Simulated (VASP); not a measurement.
# BN (Cm) in VASP: further runs

Runs on BN. Level: PBE+D3(BJ). Tasks: single point.

Everything below comes from runs of VASP 6.6.1. Logs are shortened: lines on timing, memory, paths and dates and some standing lists are left out, and cuts for length are marked.

### 1 The cell of the first run

It takes space group Cm (No. 8, monoclinic). Conventional cell: a = 4.341 Å, b = 2.506 Å, c = 6.597 Å, α = 90.00°, β = 90.00°, γ = 90.00°. Within 1.7 Å of B (site symmetry m) lie 3 N at 1.26 to 1.55 Å. Within 1.9 Å of B (site symmetry m) lie 3 N at 1.45 Å. N (site symmetry m) has 3 B at 1.45 Å within 1.9 Å. N (site symmetry m) has 3 B at 1.26 to 1.55 Å within 1.7 Å.

### 2 Single point, PBE+D3(BJ) (atom 1 (B) moved by -0.192 Å along [1 2 0] and -0.096 Å along [0 0 1])

File INCAR:

```
SYSTEM = BN
PREC = Accurate
ENCUT = 520
EDIFF = 1E-6
ISMEAR = 0
SIGMA = 0.05
LREAL = .False.
LASPH = .True.
NELM = 100
ALGO = Normal
ISIF = 2
LWAVE = .False.
LCHARG = .False.
GGA = PE
IVDW = 12
NBANDS = 16
```

File KPOINTS:

```
Automatic mesh
0
Gamma
  12 12 4
  0 0 0
```

File POSCAR:

```
BN
1.0
    2.5061233057      0.0000000000      0.0000000000
   -1.2530616528      2.1703664477      0.0000000000
    0.0000000000      0.0000000000      6.5973571420
B N
2 2
Direct
   -0.0442321619     -0.0884643237      0.4854487186
    0.3333333333      0.6666666667      0.0000000000
    0.0000000000      0.0000000000      0.0000000000
    0.6666666667      0.3333333333      0.5000000000
```

Potentials or basis: VASP PAW PBE potentials, release 64 (B, N).

Started as:

```bash
$ cat potpaw_PBE.64/B/POTCAR potpaw_PBE.64/N/POTCAR > POTCAR
$ mpirun -np 1 vasp_std > vasp.out
```

OUTCAR:

```text
SYSTEM = BN
   PREC = Accurate
   ENCUT = 520
   EDIFF = 1E-6
   ISMEAR = 0
   LREAL = .False.
   LASPH = .True.
   NELM = 100
   ISIF = 2
   GGA = PE
   IVDW = 12
 IVDW          = 12

 ion  position               nearest neighbor table
   1  0.956  0.912  0.485-   4 1.26   4 1.55   4 1.55
   2  0.333  0.667  0.000-   3 1.45   3 1.45   3 1.45
   3  0.000  0.000  0.000-   2 1.45   2 1.45   2 1.45
   4  0.667  0.333  0.500-   1 1.26   1 1.55   1 1.55

  LATTYP: Found a hexagonal cell.
 ALAT       =     2.5061233057
 C/A-ratio  =     2.6324950281

  Lattice vectors:

 A1 = (   2.5061233057,   0.0000000000,   0.0000000000)
 A2 = (  -1.2530616528,   2.1703664477,   0.0000000000)
 A3 = (   0.0000000000,   0.0000000000,   6.5973571420)

Analysis of symmetry for initial positions (statically):
=====================================================================
 Subroutine PRICEL returns:
 Original cell was already a primitive cell.

 Routine SETGRP: Setting up the symmetry group for a
 hexagonal supercell.

 Subroutine GETGRP returns: Found  2 space group operations
 (whereof  2 operations were pure point group operations)
 out of a pool of 24 trial point group operations.

The static configuration has the point symmetry C_1h.

Analysis of symmetry for dynamics (positions and initial velocities):
=====================================================================
 Subroutine PRICEL returns:
 Original cell was already a primitive cell.

 Routine SETGRP: Setting up the symmetry group for a
 hexagonal supercell.

 Subroutine GETGRP returns: Found  2 space group operations
 (whereof  2 operations were pure point group operations)
 out of a pool of 24 trial point group operations.

The dynamic configuration has the point symmetry C_1h.

 Subroutine INISYM returns: Found  2 space group operations
 (whereof  2 operations are pure point group operations),
 and found     1 'primitive' translations

----------------------------------------------------------------------------------------

                                     Primitive cell

  volume of cell :      35.8844

  direct lattice vectors                    reciprocal lattice vectors
     2.506123306  0.000000000  0.000000000     0.399022665  0.230375843  0.000000000
    -1.253061653  2.170366448  0.000000000     0.000000000  0.460751686  0.000000000
     0.000000000  0.000000000  6.597357142     0.000000000  0.000000000  0.151575847

  length of vectors
     2.506123306  2.506123306  6.597357142     0.460751686  0.460751686  0.151575847

  position of ions in fractional coordinates (direct lattice)
     0.955767838  0.911535676  0.485448719
     0.333333333  0.666666667  0.000000000
     0.000000000  0.000000000  0.000000000
     0.666666667  0.333333333  0.500000000

  ion indices of the primitive-cell ions
   primitive index   ion index
                 1           1
                 2           2
                 3           3
                 4           4

----------------------------------------------------------------------------------------

 KPOINTS: Automatic mesh

Automatic generation of k-mesh.
 Grid dimensions read from file:
 generate k-points for:   12   12    4

 Generating k-lattice:

  Cartesian coordinates                     Fractional coordinates (reciprocal lattice)
     0.033251889  0.019197987  0.000000000     0.083333333 -0.000000000  0.000000000
     0.000000000  0.038395974  0.000000000     0.000000000  0.083333333  0.000000000
     0.000000000  0.000000000  0.037893962     0.000000000  0.000000000  0.250000000

  Length of vectors
     0.038395974  0.038395974  0.037893962

  Shift w.r.t. Gamma in fractional coordinates (k-lattice)
     0.000000000  0.000000000  0.000000000

 Subroutine IBZKPT returns following result:
 ===========================================

 Found    164 irreducible k-points:

 Following reciprocal coordinates:
            Coordinates               Weight
  0.000000  0.000000  0.000000      1.000000
  0.083333  0.000000  0.000000      4.000000
  0.000000  0.083333  0.000000      2.000000
  0.166667  0.000000  0.000000      4.000000
  0.000000  0.166667  0.000000      2.000000
  0.250000  0.000000  0.000000      4.000000
[... 16 lines left out ...]
 -0.083333  0.416667  0.000000      4.000000
 -0.416667  0.333333  0.000000      4.000000
 [... further k-points ...]
   k-points           NKPTS =    164   k-points in BZ     NKDIM =    164   number of bands    NBANDS=     16
   number of dos      NEDOS =    301   number of ions     NIONS =      4
   total plane-waves  NPLWV =  20000
   dimension x,y,z NGX =    20 NGY =   20 NGZ =   50
   dimension x,y,z NGXF=    40 NGYF=   40 NGZF=  100
   ions per type =               2   2
   NGX,Y,Z   is equivalent  to a cutoff of  13.27, 13.27, 12.60 a.u.
   NGXF,Y,Z  is equivalent  to a cutoff of  26.53, 26.53, 25.20 a.u.
 SYSTEM =  BN
   PREC   = accura    normal or accurate (medium, high low for compatibility)
   ISTART =      0    job   : 0-new  1-cont  2-samecut
   ICHARG =      2    charge: 1-file 2-atom 10-const
   ISPIN  =      1    spin polarized calculation?
   LNONCOLLINEAR =      F non collinear calculations
   LSORBIT =      F    spin-orbit coupling
   LASPH  =      T    aspherical Exc in radial PAW
   ENCUT  =  520.0 eV  38.22 Ry    6.18 a.u.   4.66  4.66 12.27*2*pi/ulx,y,z
   NELM   =    100;   NELMIN=  2; NELMDL= -5     # of ELM steps
   EDIFF  = 0.1E-05   stopping-criterion for ELM
   LREAL  =      F    real-space projection
   EDIFFG = 0.1E-04   stopping-criterion for IOM
   NSW    =      0    number of steps for IOM
   IBRION =     -1    ionic relax: 0-MD 1-quasi-New 2-CG
   NFREE  =      0    steps in history (QN), initial steepest desc. (CG)
   ISIF   =      2    stress and relaxation
   ISYM   =      2    0-nonsym 1-usesym 2-fastsym
   POTIM  = 0.5000    time-step for ionic-motion
   TEBEG  =    0.0;   TEEND  =   0.0 temperature during run
   PSTRESS=    0.0 pullay stress
   NELECT =      16.0000    total number of electrons
   NUPDOWN=      -1.0000    fix difference up-down
   EMIN   =  10.00;   EMAX   =-10.00  energy-range for DOS
   EFERMI =   0.00;   METHOD = LEGACY
   ISMEAR =     0;   SIGMA  =   0.05  broadening in eV -4-tet -1-fermi 0-gaus
   EFERMI_NEDOS =   21; number of points for ismear=-14 and -15
   IALGO  =     38    algorithm
   IMIX   =      4    mixing-type and parameters
     AMIX     =   0.40;   BMIX     =  1.00
     AMIX_MAG =   1.60;   BMIX_MAG =  1.00
  volume/ion in A,a.u.               =       8.97        60.54
  Fermi-wavevector in a.u.,A,eV,Ry     =   1.250680  2.363443 21.282251  1.564201
  Thomas-Fermi vector in A             =   2.384663
   LORBIT       =      0    0 simple, 1 ext, 2 COOP (PROOUT), +10 PAW based schemes
   GGA     = PE    functional components
   LHFCALC =     F    Hartree Fock is set to
   AEXX    =    0.0000 exact exchange contribution
   IVDW    =    12    specifies the selected vdW correction
   LEPSILON=     F    determine dielectric tensor
   LRPA    =     F    only Hartree local field effects (RPA)
 non-spin polarized calculation
 Gauss-broadening in eV      SIGMA  =   0.05
  energy-cutoff  :      520.00
  volume of cell :       35.88
 maximum number of plane-waves:       985
   NGX =  9   NGY =  9   NGZ = 25

 number of electron      15.9999998 magnetization

 Free energy of the ion-electron system (eV)
  ---------------------------------------------------
  ext. energy  EPLUGINS =         0.00000000
  ---------------------------------------------------
  free energy    TOTEN  =       -34.17518553 eV

  energy without entropy =      -34.17518553  energy(sigma->0) =      -34.17518553

 E-fermi :   3.4001     XC(G=0): -10.1076

 val. band max:        3.1385956204   @ k =   0.0000   0.0000   0.2500
 cond. band min:       5.9950717434   @ k =   0.0000   0.5000   0.5000
 fundamental gap:      2.8564761231
 Fermi energy:         3.4000902401

 k-point     1 :       0.0000    0.0000    0.0000
  band No.  band energies     occupation
      1     -15.5292      2.00000
      2     -15.1783      2.00000
      3      -3.9715      2.00000
      4      -1.7910      2.00000
      5      -0.8558      2.00000
      6       0.8780      2.00000
[... 8 lines left out ...]
     15      15.5083      0.00000
     16      16.3274      0.00000

 k-point     2 :       0.0833    0.0000    0.0000
  band No.  band energies     occupation
      1     -15.3937      2.00000
      2     -15.0473      2.00000
      3      -3.7876      2.00000
      4      -1.6321      2.00000
      5      -1.1107      2.00000
      6       0.3193      2.00000
[... 8 lines left out ...]
     15      15.1762      0.00000
     16      16.7216      0.00000

 k-point     3 :       0.0000    0.0833    0.0000
  band No.  band energies     occupation
      1     -15.3964      2.00000
      2     -15.0554      2.00000
      3      -3.7826      2.00000
      4      -1.6289      2.00000
      5      -1.2205      2.00000
      6       0.3197      2.00000
[... 8 lines left out ...]
     15      15.0058      0.00000
     16      16.4280      0.00000

 k-point     4 :       0.1667    0.0000    0.0000
  band No.  band energies     occupation
      1     -14.9949      2.00000
      2     -14.6622      2.00000
      3      -3.2437      2.00000
      4      -1.8476      2.00000
      5      -1.1563      2.00000
      6      -1.0891      2.00000
[... 8 lines left out ...]
     15      15.9882      0.00000
     16      17.6933      0.00000
[... 324 lines left out ...]
 k-point    22 :       0.3333    0.0833    0.0000
  band No.  band energies     occupation
      1     -13.0690      2.00000
      2     -12.8596      2.00000
      3      -5.4010      2.00000
      4      -5.0737      2.00000
      5      -1.9825      2.00000
      6      -1.7857      2.00000
[... 8 lines left out ...]
     15      17.8481      0.00000
     16      19.4218      0.00000

 k-point    23 :      -0.0833    0.4167    0.0000
  band No.  band energies     occupation
      1     -13.1579      2.00000
      2     -12.9607      2.00000
      3      -5.5821      2.00000
      4      -5.3715      2.00000
      5      -1.9780      2.00000
      6      -0.8245      2.00000
[... 8 lines left out ...]
     15      17.7849      0.00000
     16      19.6837      0.00000

 k-point    24 :      -0.4167    0.3333    0.0000
  band No.  band energies     occupation
      1     -13.0563      2.00000
      2     -12.8087      2.00000
      3      -5.4042      2.00000
      4      -5.1007      2.00000
      5      -1.9816      2.00000
      6      -1.7884      2.00000
[... 8 lines left out ...]
     15      17.7740      0.00000
     16      19.1910      0.00000

 [... further k-points ...]

------------------------ aborting loop because EDIFF is reached ----------------------------------------

 Edisp (eV)   -0.56856

 E8    (eV) :    -0.1668

  FORCE on cell =-STRESS in cart. coord.  units (eV):
  Direction    XX          YY          ZZ          XY          YZ          ZX
  --------------------------------------------------------------------------------------
  -------------------------------------------------------------------------------------
  Total      -0.75307     6.45612    -0.15127     0.00000    -1.02058    -0.00000
  in kB     -33.62337   288.25497    -6.75397     0.00000   -45.56717    -0.00000
  external pressure =       82.63 kB  Pullay stress =        0.00 kB

 VOLUME and BASIS-vectors are now :
 -----------------------------------------------------------------------------
  energy-cutoff  :      520.00
  volume of cell :       35.88
      direct lattice vectors                 reciprocal lattice vectors
     2.506123306  0.000000000  0.000000000     0.399022665  0.230375843  0.000000000
    -1.253061653  2.170366448  0.000000000     0.000000000  0.460751686  0.000000000
     0.000000000  0.000000000  6.597357142     0.000000000  0.000000000  0.151575847

 POSITION                                       TOTAL-FORCE (eV/Angst)
 -----------------------------------------------------------------------------------
      1.25306      1.97837      3.20268         0.000000     10.645320      0.890811
     -0.00000      1.44691      0.00000        -0.000000     -0.006396     -0.085175
      0.00000      0.00000      0.00000         0.000000      0.009909      0.071759
      1.25306      0.72346      3.29868        -0.000000    -10.648834     -0.877395
 -----------------------------------------------------------------------------------
    total drift:                               -0.000000     -0.000321      0.000023

  FREE ENERGIE OF THE ION-ELECTRON SYSTEM (eV)
  ---------------------------------------------------
  free  energy   TOTEN  =       -34.7437484888 eV

  energy  without entropy=      -34.7437484888  energy(sigma->0) =      -34.74374849
```

Run time: 43 s. Hardware: 1 thread of Intel Xeon 6975P-C (Granite Rapids), shared host; peak memory 0.21 GiB.

Results:

| Quantity | Value |
| --- | --- |
| Free energy | -34.7437 eV |
| Pressure | 8.3 GPa |
| Largest force | 10.685 eV/Å |
| Band gap on the k mesh | 2.86 eV, indirect (least direct gap 4.11 eV) |
| Dispersion energy per atom | -0.142 eV |

Forces in eV/Å, atoms in the order of the input:
```
B     0.000  10.645   0.891
B     0.000  -0.006  -0.085
N     0.000   0.010   0.072
N     0.000 -10.649  -0.877
```

Levels at points of the mesh, in eV from the valence-band top:
| k point | band 6 | band 7 | band 8 | band 9 | band 10 | band 11 |
| --- | --- | --- | --- | --- | --- | --- |
| (0.00, 0.00, 0.00) | -2.26 | -2.26 | 0.00 | 4.35 | 8.31 | 9.45 |
| (0.50, 0.00, 0.00) | -4.97 | -2.42 | -1.68 | 3.70 | 5.33 | 7.85 |
| (0.00, 0.50, 0.00) | -3.91 | -2.00 | -1.27 | 3.03 | 4.19 | 8.76 |
| (0.00, 0.00, 0.50) | -2.26 | -2.26 | 0.00 | 6.42 | 7.03 | 8.31 |
| (0.50, 0.00, 0.50) | -4.99 | -2.18 | -1.84 | 3.79 | 4.67 | 8.02 |
| (0.00, 0.50, 0.50) | -3.91 | -1.85 | -1.25 | 2.86 | 3.79 | 8.97 |

Caveat: the cell differs from its parent crystal (atom 1 (B) moved by -0.192 Å along [1 2 0] and -0.096 Å along [0 0 1]); forces of over 1 eV/Å act on the atoms, so gaps and moduli don't describe the material at rest.

(Continued in part 2 of 2.)
